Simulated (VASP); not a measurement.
Wanted: the native input for a VASP 6.6.1 run.

| Quantity | Value |
| --- | --- |
| Task | single point |
| Functional | PBE |
| Potentials or basis | VASP PAW PBE potentials, release 64 (Mg, Cd, S) |
| Cutoff | 520 eV |
| k mesh | 4 × 2 × 2 |
| Occupations | gaussian, width 0.1 eV |
| Spin | no spin polarisation |
| Dipole correction | no |
| Further INCAR settings | ALGO = Normal; EDIFF = 1e-07; NBANDS = 56 |

The structure of MgCd2S3 lies in POSCAR:

```
MgCd2S3
1.0
    3.8369346549     -0.0002095680      0.0001417780
   -0.0002660605      6.6258426718     -0.0074470881
   -0.0000426826     -0.0107246923      9.3605241923
Mg Cd S
2 4 6
Direct
    1.0000955718      0.0000181743      0.4999682282
    0.5001523241      0.4999849229      0.5000140418
    0.5000484140      0.1667263836      0.8288346082
    0.9998850497      0.6667656994      0.8288044396
    0.9998269059      0.3332773069      0.1711596405
    0.4999996682      0.8332410092      0.1711970558
    1.0002728848      0.3334561477      0.6558382836
    0.5002226383      0.8334871473      0.6558161923
    0.5002304850      0.1665540576      0.3441594046
    1.0002332618      0.6665340207      0.3441912663
    0.4993954403      0.4999818490     -0.0000214164
   -0.0003626438     -0.0000267186      0.0000382556
```

The input as run:

INCAR

```
SYSTEM = MgCd2S3
PREC = Accurate
ENCUT = 520
EDIFF = 1E-7
ISMEAR = 0
SIGMA = 0.1
LREAL = .FALSE.
LASPH = .TRUE.
NELM = 100
ALGO = Normal
ISIF = 2
LWAVE = .FALSE.
LCHARG = .FALSE.
GGA = PE
NBANDS = 56
```

KPOINTS

```
Automatic mesh
0
G
  4 2 2
  0 0 0
```

Potentials or basis: VASP PAW PBE potentials, release 64 (Mg, Cd, S).

The run is started by

```bash
$ cat potpaw_PBE.64/Mg/POTCAR potpaw_PBE.64/Cd/POTCAR potpaw_PBE.64/S/POTCAR > POTCAR
$ mpirun -np 1 vasp_std > vasp.out
```

Results of the run:

The pressure is 0.2 GPa. The largest force is 0.047 eV/Å. The band gap on the k mesh is 0.89 eV.

Caveat: the k points lie up to 0.47 Å⁻¹ apart.

Wall time 95 s on 1 thread of Intel(R) Xeon(R) 6975P-C (Granite Rapids), on a shared host, peak memory 0.37 GiB.
